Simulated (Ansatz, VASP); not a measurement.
**One calculation of WC, two programs**

```
W C
1.0
     2.72389    0.00000    0.00000
     0.00000    2.72389    0.00000
     0.00000    0.00000    2.72389
W C
1 1
Direct
  0.50000 0.50000 0.50000
  0.00000 0.00000 0.00000
```

Change from the starting cell: species swapped into the CuPd type (Pm-3m, No. 221).

Alike in both runs: functional PBE; k mesh 6 × 6 × 6; occupations gaussian, width 0.1 eV; no spin polarisation.

Ansatz relaxed the structure, and its values are those at the end. VASP's run is a single point on that final structure, the one shown.

|  | VASP | Ansatz |
| --- | --- | --- |
| version | VASP 6.6.1 | Ansatz 0.2.0 |
| potentials or method | VASP PAW PBE potentials, release 64 (W_sv, C), cutoff 520 eV | scalar-relativistic, plane waves, PAW |
| valence electrons in the cell | 18 | 18 |

VASP gave:

| Quantity | Value |
| --- | --- |
| gap on the k mesh at the Fermi level (eV) | none |
| pressure (GPa) | 1.1 |

What did Ansatz give for the same quantities?

gap on the k mesh at the Fermi level (eV): none; pressure (GPa): -0.2.

A gap of «none» marks a metal or a gap that the smearing closes. With one functional, cell and mesh, what is left measures potentials, basis and numerics.

The k mesh is coarse, so the values compare programs but aren't converged. Spin-orbit coupling is off throughout.
